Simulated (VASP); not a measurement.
# KBaI3 (Pm-3m) in VASP: notebook

Runs on KBaI3. Level: PBE. Tasks: single point.

Program: VASP 6.6.1. These are calculated values, not measurements. Logs are shortened: lines on timing, memory, paths and dates and some standing lists are left out, and cuts for length are marked.

## Step 1: The cell of the first run

Symmetry: Pm-3m, No. 221, cubic system. The conventional cell has a = 6.585 Å, b = 6.585 Å, c = 6.585 Å, α = 90.00°, β = 90.00°, γ = 90.00°. Ba (site symmetry m-3m) has 6 I at 3.29 Å within 4.3 Å. I (site symmetry 4/mmm) has 2 Ba at 3.29 Å within 4.3 Å.

## Step 2: Single point, PBE (strain -2.0%)

The input, INCAR:

```
SYSTEM = KBaI3
PREC     = Accurate       ! precision mode
ENCUT    = 500            ! plane-wave cutoff, eV
EDIFF    = 1E-6           ! SCF threshold, eV
ISMEAR   = -1             ! smearing method
SIGMA    = 0.02           ! smearing width, eV
LREAL    = .False.        ! projectors in reciprocal space
LASPH    = .True.         ! aspherical terms in the spheres
NELM     = 120            ! most SCF steps
ALGO     = Normal         ! electronic algorithm
ISIF     = 2              ! what is computed and relaxed
LWAVE    = .False.        ! write WAVECAR
LCHARG   = .False.        ! write CHGCAR
GGA      = PE             ! functional
NBANDS   = 28             ! bands
GGA_COMPAT= .False.
```

The input, KPOINTS:

```
regular mesh
0
Gamma
  4 4 4
  0 0 0
```

The input, POSCAR:

```
KBaI3
1.0
    6.5848066391      0.0000000000      0.0000000000
    0.0000000000      6.5848066391      0.0000000000
    0.0000000000      0.0000000000      6.5848066391
K Ba I
1 1 3
Direct
    0.0000000000      0.0000000000      0.0000000000
    0.5000000000      0.5000000000      0.5000000000
    0.5000000000      0.5000000000      0.0000000000
    0.5000000000      0.0000000000      0.5000000000
    0.0000000000      0.5000000000      0.5000000000
```

Potentials or basis: VASP PAW PBE potentials, release 64 (K_sv, Ba_sv, I).

Started as:

```console
> cat potpaw_PBE.64/K_sv/POTCAR potpaw_PBE.64/Ba_sv/POTCAR potpaw_PBE.64/I/POTCAR > POTCAR
> mpirun -np 1 vasp_std > vasp.out
```

OUTCAR:

```text
SYSTEM = KBaI3
   PREC = Accurate
   ENCUT = 500
   EDIFF = 1E-6
   ISMEAR = -1
   LREAL = .False.
   LASPH = .True.
   NELM = 120
   ISIF = 2
   GGA = PE

 ion  position               nearest neighbor table
   1  0.000  0.000  0.000-
   2  0.500  0.500  0.500-   3 3.29   4 3.29   5 3.29   3 3.29   4 3.29   5 3.29
   3  0.500  0.500  0.000-   2 3.29   2 3.29
   4  0.500  0.000  0.500-   2 3.29   2 3.29
   5  0.000  0.500  0.500-   2 3.29   2 3.29

  LATTYP: Found a simple cubic cell.
 ALAT       =     6.5848066391

  Lattice vectors:

 A1 = (   6.5848066391,   0.0000000000,   0.0000000000)
 A2 = (   0.0000000000,   6.5848066391,   0.0000000000)
 A3 = (   0.0000000000,   0.0000000000,   6.5848066391)

Analysis of symmetry for initial positions (statically):
=====================================================================
 Subroutine PRICEL returns:
 Original cell was already a primitive cell.

 Routine SETGRP: Setting up the symmetry group for a
 simple cubic supercell.

 Subroutine GETGRP returns: Found 48 space group operations
 (whereof 48 operations were pure point group operations)
 out of a pool of 48 trial point group operations.

The static configuration has the point symmetry O_h .

Analysis of symmetry for dynamics (positions and initial velocities):
=====================================================================
 Subroutine PRICEL returns:
 Original cell was already a primitive cell.

 Routine SETGRP: Setting up the symmetry group for a
 simple cubic supercell.

 Subroutine GETGRP returns: Found 48 space group operations
 (whereof 48 operations were pure point group operations)
 out of a pool of 48 trial point group operations.

The dynamic configuration has the point symmetry O_h .

 Subroutine INISYM returns: Found 48 space group operations
 (whereof 48 operations are pure point group operations),
 and found     1 'primitive' translations

----------------------------------------------------------------------------------------

                                     Primitive cell

  volume of cell :     285.5151

  direct lattice vectors                    reciprocal lattice vectors
     6.584806639  0.000000000  0.000000000     0.151864748  0.000000000  0.000000000
     0.000000000  6.584806639  0.000000000     0.000000000  0.151864748  0.000000000
     0.000000000  0.000000000  6.584806639     0.000000000  0.000000000  0.151864748

  length of vectors
     6.584806639  6.584806639  6.584806639     0.151864748  0.151864748  0.151864748

  position of ions in fractional coordinates (direct lattice)
     0.000000000  0.000000000  0.000000000
     0.500000000  0.500000000  0.500000000
     0.500000000  0.500000000  0.000000000
     0.500000000  0.000000000  0.500000000
     0.000000000  0.500000000  0.500000000

  ion indices of the primitive-cell ions
   primitive index   ion index
                 1           1
                 2           2
                 3           3
                 4           4
                 5           5

----------------------------------------------------------------------------------------

 KPOINTS: regular mesh

Automatic generation of k-mesh.
 Grid dimensions read from file:
 generate k-points for:    4    4    4

 Generating k-lattice:

  Cartesian coordinates                     Fractional coordinates (reciprocal lattice)
     0.037966187  0.000000000  0.000000000     0.250000000  0.000000000  0.000000000
     0.000000000  0.037966187  0.000000000     0.000000000  0.250000000  0.000000000
     0.000000000  0.000000000  0.037966187     0.000000000  0.000000000  0.250000000

  Length of vectors
     0.037966187  0.037966187  0.037966187

  Shift w.r.t. Gamma in fractional coordinates (k-lattice)
     0.000000000  0.000000000  0.000000000

 Subroutine IBZKPT returns following result:
 ===========================================

 Found     10 irreducible k-points:

 Following reciprocal coordinates:
            Coordinates               Weight
  0.000000  0.000000  0.000000      1.000000
  0.250000  0.000000  0.000000      6.000000
  0.500000  0.000000  0.000000      3.000000
  0.250000  0.250000  0.000000     12.000000
  0.500000  0.250000  0.000000     12.000000
  0.500000  0.500000  0.000000      3.000000
  0.250000  0.250000  0.250000      8.000000
  0.500000  0.250000  0.250000     12.000000
  0.500000  0.500000  0.250000      6.000000
  0.500000  0.500000  0.500000      1.000000
   k-points           NKPTS =     10   k-points in BZ     NKDIM =     10   number of bands    NBANDS=     28
   number of dos      NEDOS =    301   number of ions     NIONS =      5
   total plane-waves  NPLWV = 110592
   dimension x,y,z NGX =    48 NGY =   48 NGZ =   48
   dimension x,y,z NGXF=    96 NGYF=   96 NGZF=   96
   ions per type =               1   1   3
   NGX,Y,Z   is equivalent  to a cutoff of  12.12, 12.12, 12.12 a.u.
   NGXF,Y,Z  is equivalent  to a cutoff of  24.24, 24.24, 24.24 a.u.
 SYSTEM =  KBaI3
   PREC   = accura    normal or accurate (medium, high low for compatibility)
   ISTART =      0    job   : 0-new  1-cont  2-samecut
   ICHARG =      2    charge: 1-file 2-atom 10-const
   ISPIN  =      1    spin polarized calculation?
   LNONCOLLINEAR =      F non collinear calculations
   LSORBIT =      F    spin-orbit coupling
   LASPH  =      T    aspherical Exc in radial PAW
   ENCUT  =  500.0 eV  36.75 Ry    6.06 a.u.  12.01 12.01 12.01*2*pi/ulx,y,z
   NELM   =    120;   NELMIN=  2; NELMDL= -5     # of ELM steps
   EDIFF  = 0.1E-05   stopping-criterion for ELM
   LREAL  =      F    real-space projection
   EDIFFG = 0.1E-04   stopping-criterion for IOM
   NSW    =      0    number of steps for IOM
   IBRION =     -1    ionic relax: 0-MD 1-quasi-New 2-CG
   NFREE  =      0    steps in history (QN), initial steepest desc. (CG)
   ISIF   =      2    stress and relaxation
   ISYM   =      2    0-nonsym 1-usesym 2-fastsym
   POTIM  = 0.5000    time-step for ionic-motion
   TEBEG  =    0.0;   TEEND  =   0.0 temperature during run
   PSTRESS=    0.0 pullay stress
   NELECT =      40.0000    total number of electrons
   NUPDOWN=      -1.0000    fix difference up-down
   EMIN   =  10.00;   EMAX   =-10.00  energy-range for DOS
   EFERMI =   0.00;   METHOD = LEGACY
   ISMEAR =    -1;   SIGMA  =   0.02  broadening in eV -4-tet -1-fermi 0-gaus
   EFERMI_NEDOS =   21; number of points for ismear=-14 and -15
   IALGO  =     38    algorithm
   IMIX   =      4    mixing-type and parameters
     AMIX     =   0.40;   BMIX     =  1.00
     AMIX_MAG =   1.60;   BMIX_MAG =  1.00
  volume/ion in A,a.u.               =      57.10       385.35
  Fermi-wavevector in a.u.,A,eV,Ry     =   0.850260  1.606759  9.836226  0.722942
  Thomas-Fermi vector in A             =   1.966210
   LORBIT       =      0    0 simple, 1 ext, 2 COOP (PROOUT), +10 PAW based schemes
   GGA     = PE    functional components
   LHFCALC =     F    Hartree Fock is set to
   AEXX    =    0.0000 exact exchange contribution
   IVDW    =     0    specifies the selected vdW correction
   LEPSILON=     F    determine dielectric tensor
   LRPA    =     F    only Hartree local field effects (RPA)
 non-spin polarized calculation
  energy-cutoff  :      500.00
  volume of cell :      285.52
 maximum number of plane-waves:      7275
   NGX = 25   NGY = 25   NGZ = 25

 number of electron      39.9999996 magnetization

 Free energy of the ion-electron system (eV)
  ---------------------------------------------------
  ext. energy  EPLUGINS =         0.00000000
  ---------------------------------------------------
  free energy    TOTEN  =       -15.08973254 eV

  energy without entropy =      -15.08973254  energy(sigma->0) =      -15.08973254

 E-fermi :  -0.0627     XC(G=0):  -6.5388

 val. band max:       -0.5240499332   @ k =   0.5000   0.5000   0.5000
 cond. band min:       2.6052656109   @ k =   0.0000   0.0000   0.0000
 fundamental gap:      3.1293155441
 Fermi energy:        -0.0627191759

 k-point     1 :       0.0000    0.0000    0.0000
  band No.  band energies     occupation
      1     -30.8440      2.00000
      2     -26.5628      2.00000
      3     -14.2850      2.00000
      4     -14.2850      2.00000
      5     -14.2850      2.00000
      6     -11.9233      2.00000
[... 20 lines left out ...]
     27       5.0127      0.00000
     28       5.0127      0.00000

 k-point     2 :       0.2500    0.0000    0.0000
  band No.  band energies     occupation
      1     -30.8440      2.00000
      2     -26.5627      2.00000
      3     -14.2854      2.00000
      4     -14.2850      2.00000
      5     -14.2850      2.00000
      6     -12.2076      2.00000
[... 20 lines left out ...]
     27       5.2298      0.00000
     28       5.2872      0.00000

 k-point     3 :       0.5000    0.0000    0.0000
  band No.  band energies     occupation
      1     -30.8440      2.00000
      2     -26.5625      2.00000
      3     -14.2858      2.00000
      4     -14.2850      2.00000
      5     -14.2850      2.00000
      6     -12.3821      2.00000
[... 20 lines left out ...]
     27       5.4114      0.00000
     28       5.7515      0.00000

 k-point     4 :       0.2500    0.2500    0.0000
  band No.  band energies     occupation
      1     -30.8440      2.00000
      2     -26.5625      2.00000
      3     -14.2854      2.00000
      4     -14.2853      2.00000
      5     -14.2850      2.00000
      6     -12.2109      2.00000
[... 20 lines left out ...]
     27       5.3756      0.00000
     28       5.8377      0.00000

 k-point     5 :       0.5000    0.2500    0.0000
  band No.  band energies     occupation
      1     -30.8440      2.00000
      2     -26.5624      2.00000
      3     -14.2857      2.00000
      4     -14.2853      2.00000
      5     -14.2849      2.00000
      6     -12.3810      2.00000
[... 20 lines left out ...]
     27       5.6001      0.00000
     28       5.7514      0.00000

 k-point     6 :       0.5000    0.5000    0.0000
  band No.  band energies     occupation
      1     -30.8440      2.00000
      2     -26.5622      2.00000
      3     -14.2856      2.00000
      4     -14.2856      2.00000
      5     -14.2849      2.00000
      6     -12.3798      2.00000
[... 20 lines left out ...]
     27       5.3998      0.00000
     28       5.4583      0.00000

 k-point     7 :       0.2500    0.2500    0.2500
  band No.  band energies     occupation
      1     -30.8440      2.00000
      2     -26.5624      2.00000
      3     -14.2854      2.00000
      4     -14.2852      2.00000
      5     -14.2852      2.00000
      6     -12.2139      2.00000
[... 20 lines left out ...]
     27       5.5043      0.00000
     28       6.1729      0.00000

 k-point     8 :       0.5000    0.2500    0.2500
  band No.  band energies     occupation
      1     -30.8440      2.00000
      2     -26.5622      2.00000
      3     -14.2856      2.00000
      4     -14.2853      2.00000
      5     -14.2852      2.00000
      6     -12.3800      2.00000
[... 20 lines left out ...]
     27       5.6636      0.00000
     28       6.3063      0.00000

 k-point     9 :       0.5000    0.5000    0.2500
  band No.  band energies     occupation
      1     -30.8440      2.00000
      2     -26.5621      2.00000
      3     -14.2855      2.00000
      4     -14.2855      2.00000
      5     -14.2851      2.00000
      6     -12.3789      2.00000
[... 20 lines left out ...]
     27       5.5253      0.00000
     28       6.0893      0.00000

 k-point    10 :       0.5000    0.5000    0.5000
  band No.  band energies     occupation
      1     -30.8440      2.00000
      2     -26.5619      2.00000
      3     -14.2854      2.00000
      4     -14.2854      2.00000
      5     -14.2854      2.00000
      6     -12.3781      2.00000
[... 20 lines left out ...]
     27       5.5859      0.00000
     28       6.5621      0.00000

------------------------ aborting loop because EDIFF is reached ----------------------------------------

  FORCE on cell =-STRESS in cart. coord.  units (eV):
  Direction    XX          YY          ZZ          XY          YZ          ZX
  --------------------------------------------------------------------------------------
  -------------------------------------------------------------------------------------
  Total        1.9677462      1.9677462      1.9677462     -0.0000000     -0.0000000     -0.0000000
  in kB       11.0420721     11.0420721     11.0420721     -0.0000000     -0.0000000     -0.0000000
  external PRESSURE =      11.0420721 kB  Pullay stress =       0.0000000 kB

 VOLUME and BASIS-vectors are now :
 -----------------------------------------------------------------------------
  energy-cutoff  :      500.00
  volume of cell :      285.52
      direct lattice vectors                 reciprocal lattice vectors
     6.584806639  0.000000000  0.000000000     0.151864748  0.000000000  0.000000000
     0.000000000  6.584806639  0.000000000     0.000000000  0.151864748  0.000000000
     0.000000000  0.000000000  6.584806639     0.000000000  0.000000000  0.151864748

 POSITION                                       TOTAL-FORCE (eV/Angst)
 -----------------------------------------------------------------------------------
      0.00000      0.00000      0.00000         0.000000      0.000000      0.000000
      3.29240      3.29240      3.29240         0.000000      0.000000      0.000000
      3.29240      3.29240      0.00000         0.000000      0.000000      0.000000
      3.29240      0.00000      3.29240         0.000000      0.000000      0.000000
      0.00000      3.29240      3.29240         0.000000      0.000000      0.000000
 -----------------------------------------------------------------------------------
    total drift:                               -0.000000     -0.000000     -0.000000

  FREE ENERGIE OF THE ION-ELECTRON SYSTEM (eV)
  ---------------------------------------------------
  free  energy   TOTEN  =       -15.0897325408 eV

  energy  without entropy=      -15.0897325408  energy(sigma->0) =      -15.08973254
```

It took 61 s on 1 thread of AMD EPYC 7R43 (Zen 3), shared host; peak memory 0.31 GiB.

Results:

| Item | Value |
| --- | --- |
| Free energy | -15.0897 eV |
| Pressure | 1.1 GPa |
| Band gap on the k mesh | 3.13 eV (least direct gap 3.27 eV) |

Levels at points of the mesh, in eV from the valence-band top:
| k point | band 18 | band 19 | band 20 | band 21 | band 22 | band 23 |
| --- | --- | --- | --- | --- | --- | --- |
| (0.00, 0.00, 0.00) | -0.14 | -0.14 | -0.14 | 3.13 | 3.98 | 3.98 |
| (0.50, 0.00, 0.00) | -0.53 | -0.22 | -0.22 | 4.09 | 4.39 | 4.71 |
| (0.50, 0.50, 0.00) | -0.67 | -0.49 | -0.01 | 4.63 | 5.20 | 5.20 |
| (0.50, 0.50, 0.50) | 0.00 | 0.00 | 0.00 | 3.84 | 5.56 | 5.56 |

Caveat: the cell differs from its parent crystal (strain -2.0%); spin-orbit coupling is left out, which moves the levels of the heavy elements.

(Part 1 of 2 ends here.)
